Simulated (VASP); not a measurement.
# ZnS in VASP: settings compared

The runs below take ZnS through single point, relaxation of cell and atoms, with PBE-based screened hybrid with 15 % exact exchange, HSE06, r2SCAN, PBEsol.

All numbers are computed with VASP 6.6.1; they aren't measurements. Logs are shortened: lines on timing, memory, paths and dates and some standing lists are left out, and cuts for length are marked.

**What was measured.**

From “Electronic, vibrational, and thermodynamic properties of ZnS (zincblende and rocksalt structure)”, 2009, arxiv:0911.5022, for a bulk crystal of ZnS at 19 K: band gap 3.85 eV (direct).

How close the calculation comes is told below.

## (1) The cell of the first run

Symmetry: F-43m, No. 216, cubic system. The conventional cell has a = 5.404 Å, b = 5.404 Å, c = 5.404 Å, α = 90.00°, β = 90.00°, γ = 90.00°. Within 3.1 Å of Zn (site symmetry -43m) lie 4 S at 2.34 Å. Within 3.1 Å of S (site symmetry -43m) lie 4 Zn at 2.34 Å.

## (2) Single point, PBE-based screened hybrid with 15 % exact exchange

POSCAR reads:

```
ZnS
1.0
    0.0000000000      2.7020000000      2.7020000000
    2.7020000000      0.0000000000      2.7020000000
    2.7020000000      2.7020000000      0.0000000000
Zn S
1 1
Direct
    0.7500000000      0.7500000000      0.7500000000
    0.0000000000      0.0000000000      0.0000000000
```

INCAR.step1 reads:

```
SYSTEM = ZnS
ALGO = Normal ; EDIFF = 1E-5
ENCUT = 520 ; GGA = PE
ISIF = 2 ; ISMEAR = -1
LASPH = .TRUE. ; LREAL = .FALSE.
LWAVE = .TRUE. ; NBANDS = 16
NELM = 60 ; PREC = Accurate
SIGMA = 0.05
```

INCAR.step2 reads:

```
SYSTEM = ZnS
AEXX = 0.15 ; ALGO = Normal
EDIFF = 1E-7 ; ENCUT = 520
GGA = PE ; HFSCREEN = 0.2
ISIF = 2 ; ISMEAR = -1
ISTART = 1 ; LASPH = .TRUE.
LCHARG = .TRUE. ; LELF = .TRUE.
LHFCALC = .TRUE. ; LREAL = .FALSE.
LVHAR = .TRUE. ; LWAVE = .FALSE.
NBANDS = 16 ; NELM = 60
PREC = Accurate ; PRECFOCK = Normal
SIGMA = 0.05
```

KPOINTS reads:

```
k-points
0
G
  5 5 5
  0 0 0
```

Potentials or basis: VASP PAW PBE potentials, release 64 (Zn, S).

Run with:

```sh
$ cat potpaw_PBE.64/Zn/POTCAR potpaw_PBE.64/S/POTCAR > POTCAR
$ cp INCAR.step1 INCAR
$ mpirun -np 1 vasp_std > vasp.out
$ cp INCAR.step2 INCAR
$ mpirun -np 1 vasp_std > vasp.out
```

OUTCAR:

```text
SYSTEM = ZnS
   AEXX = 0.15
   EDIFF = 1E-7
   ENCUT = 520
   GGA = PE
   HFSCREEN = 0.2
   ISIF = 2
   ISMEAR = -1
   ISTART = 1
   LASPH = .TRUE.
   LHFCALC = .TRUE.
   LREAL = .FALSE.
   NELM = 60
   PREC = Accurate
   PRECFOCK = Normal

 ion  position               nearest neighbor table
   1  0.750  0.750  0.750-   2 2.34   2 2.34   2 2.34   2 2.34
   2  0.000  0.000  0.000-   1 2.34   1 2.34   1 2.34   1 2.34

  LATTYP: Found a face centered cubic cell.
 ALAT       =     5.4040000000

  Lattice vectors:

 A1 = (   0.0000000000,   2.7020000000,   2.7020000000)
 A2 = (   2.7020000000,   0.0000000000,   2.7020000000)
 A3 = (   2.7020000000,   2.7020000000,   0.0000000000)

Analysis of symmetry for initial positions (statically):
=====================================================================
 Subroutine PRICEL returns:
 Original cell was already a primitive cell.

 Routine SETGRP: Setting up the symmetry group for a
 face centered cubic supercell.

 Subroutine GETGRP returns: Found 24 space group operations
 (whereof 24 operations were pure point group operations)
 out of a pool of 48 trial point group operations.

The static configuration has the point symmetry T_d .

Analysis of symmetry for dynamics (positions and initial velocities):
=====================================================================
 Subroutine PRICEL returns:
 Original cell was already a primitive cell.

 Routine SETGRP: Setting up the symmetry group for a
 face centered cubic supercell.

 Subroutine GETGRP returns: Found 24 space group operations
 (whereof 24 operations were pure point group operations)
 out of a pool of 48 trial point group operations.

The dynamic configuration has the point symmetry T_d .

 Subroutine INISYM returns: Found 24 space group operations
 (whereof 24 operations are pure point group operations),
 and found     1 'primitive' translations

----------------------------------------------------------------------------------------

                                     Primitive cell

  volume of cell :      39.4535

  direct lattice vectors                    reciprocal lattice vectors
     0.000000000  2.702000000  2.702000000    -0.185048113  0.185048113  0.185048113
[... 74 lines left out ...]
   NSW    =      0    number of steps for IOM
   IBRION =     -1    ionic relax: 0-MD 1-quasi-New 2-CG
   NFREE  =      0    steps in history (QN), initial steepest desc. (CG)
   ISIF   =      2    stress and relaxation
   ISYM   =      3    0-nonsym 1-usesym 2-fastsym
   POTIM  = 0.5000    time-step for ionic-motion
   TEBEG  =    0.0;   TEEND  =   0.0 temperature during run
   PSTRESS=    0.0 pullay stress
   NELECT =      18.0000    total number of electrons
   NUPDOWN=      -1.0000    fix difference up-down
   EMIN   =  10.00;   EMAX   =-10.00  energy-range for DOS
   EFERMI =   0.00;   METHOD = LEGACY
   ISMEAR =    -1;   SIGMA  =   0.05  broadening in eV -4-tet -1-fermi 0-gaus
   EFERMI_NEDOS =   21; number of points for ismear=-14 and -15
   IALGO  =     38    algorithm
   IMIX   =      1    mixing-type and parameters
     AMIX     =   0.40;   BMIX     =  1.00
     AMIX_MAG =   1.60;   BMIX_MAG =  1.00
  volume/ion in A,a.u.               =      19.73       133.12
  Fermi-wavevector in a.u.,A,eV,Ry     =   1.260290  2.381602 21.610537  1.588330
  Thomas-Fermi vector in A             =   2.393807
   LORBIT       =      0    0 simple, 1 ext, 2 COOP (PROOUT), +10 PAW based schemes
   GGA     = PE    functional components
   LHFCALC =     T    Hartree Fock is set to
   PRECFOCK=normal    Normal, Fast or Accurate (Low or Medium for compatibility)
   ENCUT4O =  -1.0   cutoff for four orbital integrals eV
   NKREDX  =     1    reduce k-point grid by
   NKREDY  =     1    reduce k-point grid by
   NKREDZ  =     1    reduce k-point grid by
   AEXX    =    0.1500 exact exchange contribution
   HFSCREEN=    0.2000 screening length (either q_TF or 0.3 A-1)
   HFSCREENC=   0.2000 screening length for correlation (either q_TF or 0.3 A-1)
   ENCUTFOCK=  -1.0 apply spherical cutoff to Coloumb kernel
   IVDW    =     0    specifies the selected vdW correction
   LEPSILON=     F    determine dielectric tensor
   LRPA    =     F    only Hartree local field effects (RPA)
 non-spin polarized calculation
  energy-cutoff  :      520.00
  volume of cell :       39.45
 maximum number of plane-waves:      1073
  NGX = 24; NGY = 24; NGZ = 24

 number of electron      18.0000000 magnetization

 Free energy of the ion-electron system (eV)
  ---------------------------------------------------
  ext. energy  EPLUGINS =         0.00000000
  ---------------------------------------------------
  free energy    TOTEN  =        -7.74428228 eV

  energy without entropy =       -7.74428228  energy(sigma->0) =       -7.74428228

 E-fermi :   2.7313     XC(G=0):  -8.6240

 val. band max:        1.6740928065   @ k =   0.0000   0.0000   0.0000
 cond. band min:       4.5199564425   @ k =   0.0000   0.0000   0.0000
 fundamental gap:      2.8458636360
 Fermi energy:         2.7313342190

 k-point     1 :       0.0000    0.0000    0.0000
  band No.  band energies     occupation
      1     -12.1809      2.00000
      2      -5.5671      2.00000
      3      -5.5670      2.00000
      4      -5.5670      2.00000
      5      -5.1041      2.00000
      6      -5.1041      2.00000
[... 167 lines left out ...]
      3      -5.3504      2.00000
      4      -5.1907      2.00000
      5      -5.0883      2.00000
      6      -4.8162      2.00000
[... 8 lines left out ...]
     15      15.9609      0.00000
     16      18.2263      0.00000

------------------------ aborting loop because EDIFF is reached ----------------------------------------

  FORCE on cell =-STRESS in cart. coord.  units (eV):
  Direction    XX          YY          ZZ          XY          YZ          ZX
  --------------------------------------------------------------------------------------
  -------------------------------------------------------------------------------------
  Total        0.3166484      0.3166484      0.3166484      0.0000000     -0.0000000     -0.0000000
  in kB       12.8588410     12.8588410     12.8588410      0.0000000     -0.0000000     -0.0000000
  external PRESSURE =      12.8588410 kB  Pullay stress =       0.0000000 kB

 VOLUME and BASIS-vectors are now :
 -----------------------------------------------------------------------------
  energy-cutoff  :      520.00
  volume of cell :       39.45
      direct lattice vectors                 reciprocal lattice vectors
     0.000000000  2.702000000  2.702000000    -0.185048113  0.185048113  0.185048113
     2.702000000  0.000000000  2.702000000     0.185048113 -0.185048113  0.185048113
     2.702000000  2.702000000  0.000000000     0.185048113  0.185048113 -0.185048113

 POSITION                                       TOTAL-FORCE (eV/Angst)
 -----------------------------------------------------------------------------------
      4.05300      4.05300      4.05300         0.000000     -0.000000     -0.000000
      0.00000      0.00000      0.00000        -0.000000      0.000000      0.000000
 -----------------------------------------------------------------------------------
    total drift:                                0.000034      0.000025      0.000018

  FREE ENERGIE OF THE ION-ELECTRON SYSTEM (eV)
  ---------------------------------------------------
  free  energy   TOTEN  =        -7.7442822801 eV

  energy  without entropy=       -7.7442822801  energy(sigma->0) =       -7.74428228
```

OUTCAR.step1:

```text
SYSTEM = ZnS
   EDIFF = 1E-5
   ENCUT = 520
   GGA = PE
   ISIF = 2
   ISMEAR = -1
   LASPH = .TRUE.
[... 393 lines left out ...]
      4.05300      4.05300      4.05300        -0.000000     -0.000000     -0.000000
      0.00000      0.00000      0.00000         0.000000      0.000000      0.000000
 -----------------------------------------------------------------------------------
    total drift:                                0.000001      0.000001      0.000001

  FREE ENERGIE OF THE ION-ELECTRON SYSTEM (eV)
  ---------------------------------------------------
  free  energy   TOTEN  =        -6.8358204053 eV

  energy  without entropy=       -6.8358204052  energy(sigma->0) =       -6.83582041
```

OSZICAR.step1:

```text
N       E                     dE             d eps       ncg     rms          rms(c)
DAV:   1     0.781835708033E+02    0.78184E+02   -0.85764E+03   328   0.132E+03
DAV:   2    -0.236477416974E+01   -0.80548E+02   -0.74402E+02   368   0.255E+02
DAV:   3    -0.722362526583E+01   -0.48589E+01   -0.48320E+01   400   0.584E+01
DAV:   4    -0.726705339616E+01   -0.43428E-01   -0.43421E-01   384   0.571E+00
DAV:   5    -0.726749698960E+01   -0.44359E-03   -0.44357E-03   408   0.567E-01    0.684E+00
DAV:   6    -0.685676124868E+01    0.41074E+00   -0.73891E-01   472   0.301E+01    0.535E+00
DAV:   7    -0.683603048162E+01    0.20731E-01   -0.25567E-01   368   0.452E+00    0.273E+00
DAV:   8    -0.683539854218E+01    0.63194E-03   -0.52800E-03   432   0.870E-01    0.733E-01
DAV:   9    -0.683565565052E+01   -0.25711E-03   -0.12656E-03   352   0.286E-01    0.970E-02
DAV:  10    -0.683582884177E+01   -0.17319E-03   -0.23393E-04   368   0.136E-01    0.465E-02
DAV:  11    -0.683582040527E+01    0.84365E-05   -0.34644E-05   392   0.777E-02
   1 F= -.68358204E+01 E0= -.68358204E+01  d E =-.672630E-10
```

Run time: 9.8 min. Hardware: 1 thread of AMD EPYC 9R45 (Zen 5), shared host; peak memory 0.23 GiB.

Results:

| Item | Value |
| --- | --- |
| Free energy | -7.7443 eV |
| Pressure | 1.3 GPa |
| Band gap on the k mesh | 2.85 eV |

Caveat: the PAW data sets were made with another functional, which shifts forces and pressure a little.

## (3) Relaxation of cell and atoms, HSE06

POSCAR is that of step 2.

INCAR.step1 reads:

```
SYSTEM = ZnS
ALGO     = Normal         ! electronic algorithm
EDIFF    = 1E-5           ! SCF threshold, eV
ENCUT    = 600            ! plane-wave cutoff, eV
GGA      = PE             ! functional
ISMEAR   = -1             ! smearing method
LASPH    = .True.         ! aspherical terms in the spheres
LCHARG   = .False.        ! write CHGCAR
LREAL    = .False.        ! projectors in reciprocal space
LWAVE    = .True.         ! write WAVECAR
NBANDS   = 16             ! bands
NELM     = 100            ! most SCF steps
PREC     = Accurate       ! precision mode
SIGMA    = 0.05           ! smearing width, eV
```

INCAR.step2 reads:

```
SYSTEM = ZnS
ALGO     = Normal         ! electronic algorithm
EDIFF    = 1E-6           ! SCF threshold, eV
EDIFFG   = -0.01          ! ionic threshold
ENCUT    = 600            ! plane-wave cutoff, eV
GGA      = PE             ! functional
HFSCREEN = 0.2079         ! screening, 1/A
IBRION   = 2              ! ionic algorithm
ISIF     = 3              ! what is computed and relaxed
ISMEAR   = -1             ! smearing method
ISTART   = 1            
LASPH    = .True.         ! aspherical terms in the spheres
LCHARG   = .False.        ! write CHGCAR
LHFCALC  = .True.         ! exact exchange
LREAL    = .False.        ! projectors in reciprocal space
LWAVE    = .False.        ! write WAVECAR
NELM     = 100            ! most SCF steps
NSW      = 60             ! ionic steps
PREC     = Accurate       ! precision mode
PRECFOCK = Normal       
SIGMA    = 0.05           ! smearing width, eV
```

KPOINTS reads:

```
k-points
0
Gamma
  5 5 5
  0 0 0
```

Potentials or basis: VASP PAW PBE potentials, release 64 (Zn, S).

Run with:

```sh
$ cat potpaw_PBE.64/Zn/POTCAR potpaw_PBE.64/S/POTCAR > POTCAR
$ cp INCAR.step1 INCAR
$ mpirun -np 1 vasp_std > vasp.out
$ cp INCAR.step2 INCAR
$ mpirun -np 1 vasp_std > vasp.out
```

Wall time 27 min (1 thread of AMD EPYC 9R45 (Zen 5), shared host); peak memory 0.26 GiB.

Results (log left out):

```yaml
Free_energy: -8.3674 eV
Relaxed_volume: 19.98 Å³/atom
Relaxed_cell: a = 3.838 Å, b = 3.838 Å, c = 3.838 Å, α = 60.00°, β = 60.00°, γ = 60.00°
Space_group_after_relaxing_to_0.1_Å: F-43m (No. 216)
Energy_gained_by_relaxing: 0.8 meV/atom
Ionic_steps: 3
Pressure_after_relaxing: 0.0 GPa
Band_gap_on_the_k_mesh: 3.27 eV
```

The path:
| step | energy change (eV) | largest force (eV/Å) | pressure (GPa) | volume (Å³) |
| --- | --- | --- | --- | --- |
| 1 | 0.0000 | 0.0000 | 0.95 | 39.45 |
| 2 | -0.0014 | 0.0000 | -0.33 | 40.12 |
| 3 | -0.0016 | 0.0000 | 0.04 | 39.97 |

Final structure:
```cif
data_structure
_symmetry_space_group_name_H-M 'P 1'
_symmetry_Int_Tables_number 1
_cell_length_a 3.8378
_cell_length_b 3.8378
_cell_length_c 3.8378
_cell_angle_alpha 60.000
_cell_angle_beta 60.000
_cell_angle_gamma 60.000
_cell_volume 39.97
loop_
_atom_site_label
_atom_site_type_symbol
_atom_site_fract_x
_atom_site_fract_y
_atom_site_fract_z
_atom_site_occupancy
Zn1 Zn 0.75000 0.75000 0.75000 1
S1 S 0.00000 0.00000 0.00000 1
```

Levels at points of the mesh, in eV from the valence-band top:
```
           k point  band 6  band 7  band 8  band 9  band 10  band 11  band 12  band 13
(0.00, 0.00, 0.00)   -7.38    0.00    0.00    0.00     3.27     7.68     7.68     7.68
```

Caveat: the PAW data sets were made with another functional, which shifts forces and pressure a little. Zero-point motion and thermal expansion aren't in these numbers.

## (4) Single point, r2SCAN (18.94 Å³/atom)

This run uses another cell than the first one, of 18.94 Å³/atom.

POSCAR reads:

```
ZnS
1.0
    0.0000000000      2.6654820099      2.6654820099
    2.6654820099      0.0000000000      2.6654820099
    2.6654820099      2.6654820099      0.0000000000
Zn S
1 1
Direct
    0.7500000000      0.7500000000      0.7500000000
    0.0000000000      0.0000000000      0.0000000000
```

INCAR.step1 reads:

```
SYSTEM = ZnS
PREC     = Accurate       ! precision mode
ENCUT    = 550            ! plane-wave cutoff, eV
ISMEAR   = -1             ! smearing method
SIGMA    = 0.05           ! smearing width, eV
LREAL    = .FALSE.        ! projectors in reciprocal space
LASPH    = .TRUE.         ! aspherical terms in the spheres
NELM     = 120            ! most SCF steps
NBANDS   = 16             ! bands
GGA      = PE             ! functional
ALGO     = Normal         ! electronic algorithm
EDIFF    = 1E-5           ! SCF threshold, eV
LWAVE    = .TRUE.         ! write WAVECAR
LCHARG   = .FALSE.        ! write CHGCAR
GGA_COMPAT= .FALSE.
```

INCAR.step2 reads:

```
SYSTEM = ZnS
PREC     = Accurate       ! precision mode
ENCUT    = 550            ! plane-wave cutoff, eV
EDIFF    = 1E-6           ! SCF threshold, eV
ISMEAR   = -1             ! smearing method
SIGMA    = 0.05           ! smearing width, eV
LREAL    = .FALSE.        ! projectors in reciprocal space
LASPH    = .TRUE.         ! aspherical terms in the spheres
NELM     = 120            ! most SCF steps
ALGO     = Normal         ! electronic algorithm
ISIF     = 2              ! what is computed and relaxed
LWAVE    = .FALSE.        ! write WAVECAR
LCHARG   = .TRUE.         ! write CHGCAR
METAGGA  = R2SCAN         ! meta-GGA
LMIXTAU  = .TRUE.       
LELF     = .TRUE.         ! ELF
LVHAR    = .TRUE.       
NBANDS   = 16             ! bands
ISTART   = 1            
GGA_COMPAT= .FALSE.
```

KPOINTS reads:

```
Automatic mesh
0
G
  9 9 9
  0 0 0
```

Potentials or basis: VASP PAW PBE potentials, release 64 (Zn, S).

Run with:

```sh
$ cat potpaw_PBE.64/Zn/POTCAR potpaw_PBE.64/S/POTCAR > POTCAR
$ cp INCAR.step1 INCAR
$ mpirun -np 1 vasp_std > vasp.out
$ cp INCAR.step2 INCAR
$ mpirun -np 1 vasp_std > vasp.out
```

OUTCAR:

```text
SYSTEM = ZnS
   PREC = Accurate
   ENCUT = 550
   EDIFF = 1E-6
   ISMEAR = -1
   LREAL = .FALSE.
   LASPH = .TRUE.
   NELM = 120
   ISIF = 2
   METAGGA = R2SCAN
   ISTART = 1

 ion  position               nearest neighbor table
   1  0.750  0.750  0.750-   2 2.31   2 2.31   2 2.31   2 2.31
   2  0.000  0.000  0.000-   1 2.31   1 2.31   1 2.31   1 2.31

  LATTYP: Found a face centered cubic cell.
 ALAT       =     5.3309640198

  Lattice vectors:

[... 642 lines left out ...]

------------------------ aborting loop because EDIFF is reached ----------------------------------------

  FORCE on cell =-STRESS in cart. coord.  units (eV):
  Direction    XX          YY          ZZ          XY          YZ          ZX
  --------------------------------------------------------------------------------------
  -------------------------------------------------------------------------------------
  Total        0.6433189      0.6433189      0.6433189     -0.0000000      0.0000000      0.0000000
  in kB       27.2132021     27.2132021     27.2132021     -0.0000000      0.0000000      0.0000000
  external PRESSURE =      27.2132021 kB  Pullay stress =       0.0000000 kB

 VOLUME and BASIS-vectors are now :
 -----------------------------------------------------------------------------
  energy-cutoff  :      550.00
  volume of cell :       37.88
      direct lattice vectors                 reciprocal lattice vectors
     0.000000000  2.665482010  2.665482010    -0.187583333  0.187583333  0.187583333
     2.665482010  0.000000000  2.665482010     0.187583333 -0.187583333  0.187583333
     2.665482010  2.665482010  0.000000000     0.187583333  0.187583333 -0.187583333

 POSITION                                       TOTAL-FORCE (eV/Angst)
 -----------------------------------------------------------------------------------
      3.99822      3.99822      3.99822        -0.000000     -0.000000     -0.000000
      0.00000      0.00000      0.00000         0.000000      0.000000      0.000000
 -----------------------------------------------------------------------------------
    total drift:                               -0.000000     -0.000000     -0.000000

  FREE ENERGIE OF THE ION-ELECTRON SYSTEM (eV)
  ---------------------------------------------------
  free  energy   TOTEN  =       -18.8562282242 eV

  energy  without entropy=      -18.8562282241  energy(sigma->0) =      -18.85622822
```

OUTCAR.step1:

```text
SYSTEM = ZnS
   PREC = Accurate
   ENCUT = 550
   ISMEAR = -1
   LREAL = .FALSE.
   LASPH = .TRUE.
[... 677 lines left out ...]
      3.99822      3.99822      3.99822        -0.000000     -0.000000     -0.000000
      0.00000      0.00000      0.00000         0.000000      0.000000      0.000000
 -----------------------------------------------------------------------------------
    total drift:                               -0.000000     -0.000000     -0.000000

  FREE ENERGIE OF THE ION-ELECTRON SYSTEM (eV)
  ---------------------------------------------------
  free  energy   TOTEN  =        -6.8133077363 eV

  energy  without entropy=       -6.8133077362  energy(sigma->0) =       -6.81330774
```

Wall time 93 s (1 thread of Intel Xeon 8259CL, shared host); peak memory 0.18 GiB.

What came out:

| Property | Result |
| --- | --- |
| Free energy | -18.8562 eV |
| Pressure | 2.7 GPa |
| Band gap on the k mesh | 2.87 eV |

Caveat: the PAW data sets were made with another functional, which shifts forces and pressure a little.

[end of part 1 of 2]
